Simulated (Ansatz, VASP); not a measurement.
## SiC: VASP beside Ansatz

```
CELL_PARAMETERS angstrom
3.08100 0.00000 0.00000
-1.54050 2.66822 0.00000
0.00000 0.00000 15.12480
ATOMIC_POSITIONS crystal
Si 0.00000 0.00000 0.99971
Si 0.00000 0.00000 0.49971
Si 0.33333 0.66667 0.16652
Si 0.66667 0.33333 0.66652
Si 0.66667 0.33333 0.33300
Si 0.33333 0.66667 0.83300
C 0.33333 0.66667 0.04150
C 0.66667 0.33333 0.54150
C 0.66667 0.33333 0.20802
C 0.33333 0.66667 0.70802
C 0.00000 0.00000 0.37437
C 0.00000 0.00000 0.87437
```

Alike in both runs: functional PBE; k mesh 10 × 10 × 2; occupations fermi-dirac, width 0.02 eV; no spin polarisation.

Ansatz relaxed the structure, and its values are those at the end. VASP's run is a single point on that final structure, the one shown.

|  | VASP | Ansatz |
| --- | --- | --- |
| version | VASP 6.6.1 | Ansatz 0.2.0 |
| potentials or method | VASP PAW PBE potentials, release 64 (Si, C) | plane-wave PAW, scalar-relativistic |
| plane-wave cutoff (eV) | 520 | 420 |
| valence electrons in the cell | 48 | 48 |

```tsv
	VASP	Ansatz	Ansatz less VASP
gap on the k mesh at the Fermi level (eV)	2.02	2.03	+0.002
pressure (GPa)	2.8	2.9	+0.06
rms of the force components (eV/Å)	0.004	0.004	-0.0001
```

The functional is the same, so the differences come from potentials, cutoffs and numerics. Ansatz's warnings: stress scf threshold loose.
